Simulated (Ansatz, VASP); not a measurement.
**LiF in VASP and in Ansatz**

File POSCAR:

```
LiF
1.0
    3.0810519408      0.0000000000      0.0000000000
   -1.5405259704      2.6682692511      0.0000000000
    0.0000000000      0.0000000000      4.7852338528
Li F
2 2
Direct
    0.3333333333      0.6666666667      0.3824388584
    0.6666666667      0.3333333333      0.8824388584
    0.3333333333      0.6666666667      0.9925591416
    0.6666666667      0.3333333333      0.4925591416
```

INCAR.step1

```
PREC = Accurate ; ENCUT = 520
ISMEAR = 0 ; SIGMA = 0.01
LREAL = False ; LASPH = True
NELM = 80 ; NBANDS = 18
GGA = PE ; ALGO = Normal
EDIFF = 1E-4 ; LWAVE = True
LCHARG = False
```

INCAR.step2

```
PREC = Accurate ; ENCUT = 520
EDIFF = 1E-7 ; ISMEAR = 0
SIGMA = 0.01 ; LREAL = False
LASPH = True ; NELM = 80
ALGO = Normal ; ISIF = 2
LWAVE = False ; LCHARG = False
METAGGA = R2SCAN ; LMIXTAU = True
NBANDS = 18 ; ISTART = 1
```

KPOINTS

```
Automatic mesh
0
Gamma
  6 6 4
```

Input for Ansatz:

```yaml
crystal:
  lattice:
    - [3.0810519408, 0.0, 0.0]
    - [-1.5405259704, 2.6682692511, 0.0]
    - [0.0, 0.0, 4.7852338528]
  atoms:
    - { symbol: Li, position: [0.3333333333, 0.6666666667, 0.3824388584] }
    - { symbol: Li, position: [0.6666666667, 0.3333333333, 0.8824388584] }
    - { symbol: F, position: [0.3333333333, 0.6666666667, 0.9925591416] }
    - { symbol: F, position: [0.6666666667, 0.3333333333, 0.4925591416] }
kpoints:
  mp_grid: { grid: [6, 6, 4] }
hamiltonian:
  xc: r2scan
scf:
  occupations: { method: fixed }
  n_extra_bands: 5
output:
  forces: true
  stress: true
  eigenvalues: true
```

Alike in both runs: task single point; functional r2SCAN; k mesh 6 × 6 × 4; no spin polarisation.

|  | VASP | Ansatz |
| --- | --- | --- |
| version | VASP 6.6.1 | Ansatz 0.2.0 |
| potentials or method | VASP PAW PBE potentials, release 64 (Li_sv, F) | plane waves, PAW |
| plane-wave cutoff (eV) | 520 | 500 |
| occupations | gaussian, width 0.01 eV | fixed |
| valence electrons in the cell | 20 | 20 |

|  | VASP | Ansatz | Ansatz less VASP |
| --- | --- | --- | --- |
| gap on the k mesh at the Fermi level (eV) | 8.68 | 8.58 | -0.094 |

VASP's potentials were made for PBE, not for r2SCAN.

Noted on VASP's run: the cutoff is short for stress, so the pressure is rough.
